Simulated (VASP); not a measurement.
## GaGe: single point with PBEsol

Crystal: GaGe.

```
CELL_PARAMETERS angstrom
0.00000 2.89784 2.89784
2.89784 0.00000 2.89784
2.89784 2.89784 0.00000
ATOMIC_POSITIONS crystal
Ga 0.75000 0.75000 0.75000
Ge 0.01220 0.00000 0.00000
```

This cell differs from its parent crystal: all Ge atoms moved -0.050 Å, as atom 2 towards its neighbour atom 2 (Ge) at 4.098 Å.

```
Program                : VASP 6.6.1
Task                   : single point
Functional             : PBEsol
Potentials or basis    : VASP PAW PBE potentials, release 64 (Ga_d, Ge_d)
Cutoff                 : 520 eV
k mesh                 : 14 × 14 × 14
Occupations            : gaussian, width 0.15 eV
Spin                   : no spin polarisation
Dipole correction      : no
Further INCAR settings : ALGO = Normal; EDIFF = 1e-07; NBANDS = 20
```

```yaml
Pressure: -2.5 GPa
Largest_force: 0.210 eV/Å
```

Forces in eV/Å, atoms in the order of the input:
```
Ga  -0.026  0.148  0.148
Ge   0.026 -0.148 -0.148
```

Stress tensor (GPa, compression positive):
```
-2.45 -0.88 -0.88
-0.88 -2.50  0.08
-0.88  0.08 -2.50
```

Levels at points of the mesh, in eV from the Fermi level:
```tsv
k point	band 12	band 13	band 14	band 15	band 16	band 17
(0.00, 0.00, 0.00)	1.58	1.74	1.89	2.08	4.27	4.39
(0.50, 0.00, 0.00)	-5.48	0.38	0.50	2.14	5.31	5.50
(0.00, 0.50, 0.00)	-5.34	0.32	0.54	2.06	5.20	5.54
(0.50, 0.50, 0.50)	-5.21	0.35	0.48	1.99	5.23	5.43
(0.50, 0.50, 0.00)	-5.77	-1.25	-1.18	2.27	2.45	10.98
(0.00, 0.50, 0.50)	-5.78	-1.21	-1.21	2.30	2.42	11.05
```

It took 8.2 min on 1 thread of Intel(R) Xeon(R) Platinum 8259CL CPU @ 2.50GHz (Skylake/Cascade Lake), on a shared host, peak memory 0.78 GiB.

Caveat: the cell differs from its parent crystal (all Ge atoms moved -0.050 Å, as atom 2 towards its neighbour atom 2 (Ge) at 4.098 Å); the PAW data sets were made with another functional, which shifts forces and pressure a little.
